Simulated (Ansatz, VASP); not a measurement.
# P in VASP and in Ansatz

File POSCAR:

```
P
1.0
    4.6275012813      0.0000000000      0.0000000000
    0.0000000000      3.3906235782      0.0000000000
    0.0000000000      0.0000000000     27.8195791164
P
4
Direct
    0.0925356769      0.0000000000      0.3787938536
    0.4074643231      0.5000000000      0.3787938536
    0.5925356769      0.5000000000      0.3041783769
    0.9074643231      0.0000000000      0.3041783769
```

Contents of INCAR.step1:

```
PREC     = Accurate       # precision mode
ENCUT    = 520            # plane-wave cutoff, eV
EDIFF    = 1E-5           # SCF threshold, eV
ISMEAR   = 0              # smearing method
SIGMA    = 0.01           # smearing width, eV
LREAL    = False          # projectors in reciprocal space
LASPH    = True           # aspherical terms in the spheres
NELM     = 100            # most SCF steps
ALGO     = Normal         # electronic algorithm
ISIF     = 2              # what is computed and relaxed
LWAVE    = True           # write WAVECAR
LCHARG   = False          # write CHGCAR
LDIPOL   = True         
IDIPOL   = 3            
DIPOL    = 0.5 0.5 0.341
GGA      = PE             # functional
NBANDS   = 18             # bands
```

Contents of INCAR.step2:

```
PREC     = Accurate       # precision mode
ENCUT    = 520            # plane-wave cutoff, eV
EDIFF    = 1E-6           # SCF threshold, eV
ISMEAR   = 0              # smearing method
SIGMA    = 0.01           # smearing width, eV
LREAL    = False          # projectors in reciprocal space
LASPH    = True           # aspherical terms in the spheres
NELM     = 100            # most SCF steps
ALGO     = Normal         # electronic algorithm
ISIF     = 2              # what is computed and relaxed
LWAVE    = False          # write WAVECAR
LCHARG   = False          # write CHGCAR
LDIPOL   = True         
IDIPOL   = 3            
DIPOL    = 0.5 0.5 0.341
GGA      = PE             # functional
LHFCALC  = True           # exact exchange
HFSCREEN = 0.2079         # screening, 1/A
PRECFOCK = Normal       
ISTART   = 1            
NBANDS   = 18             # bands
```

KPOINTS

```
regular mesh
0
Gamma
  4 6 1
```

Input for Ansatz:

```yaml
crystal:
  lattice:
    - [4.6275012813, 0.0, 0.0]
    - [0.0, 3.3906235782, 0.0]
    - [0.0, 0.0, 27.8195791164]
  atoms:
    - { symbol: P, position: [0.0925356769, 0.0, 0.3787938536] }
    - { symbol: P, position: [0.4074643231, 0.5, 0.3787938536] }
    - { symbol: P, position: [0.5925356769, 0.5, 0.3041783769] }
    - { symbol: P, position: [0.9074643231, 0.0, 0.3041783769] }
  periodic: [true, true, false]
kpoints:
  mp_grid: { grid: [4, 6, 1] }
  band_path:
    path:
      - [0.0, 0.0, 0.0]
      - [0.5, 0.0, 0.0]
      - [0.5, 0.5, 0.0]
      - [0.0, 0.5, 0.0]
      - [0.0, -0.013021, 0.0]
    npoints: 1
hamiltonian:
  xc: hse06
scf:
  occupations: { method: fixed }
  n_extra_bands: 5
output:
  forces: true
  stress: true
  eigenvalues: true
```

Change from the starting cell: uniaxial_y strain +3.0%.

Alike in both runs: task single point; functional HSE06; k mesh 4 × 6 × 1; no spin polarisation.

|  | VASP | Ansatz |
| --- | --- | --- |
| version | VASP 6.6.1 | Ansatz 0.2.0 |
| potentials or method | VASP PAW PBE potentials, release 64 (P) | plane waves, PAW |
| plane-wave cutoff (eV) | 520 | 420 |
| occupations | gaussian, width 0.01 eV | fixed |
| valence electrons in the cell | 20 | 20 |

VASP gave:

- gap on the k mesh at the Fermi level (eV): 1.80
- rms of the force components (eV/Å): 0.102

Problem. Which values does Ansatz return?

Solution. gap on the k mesh at the Fermi level (eV): 1.78; rms of the force components (eV/Å): 0.067.

Atom by atom the forces differ by 0.045 eV/Å (rms over components). Ansatz's warnings: stress exchange threshold loose, stress scf threshold loose.
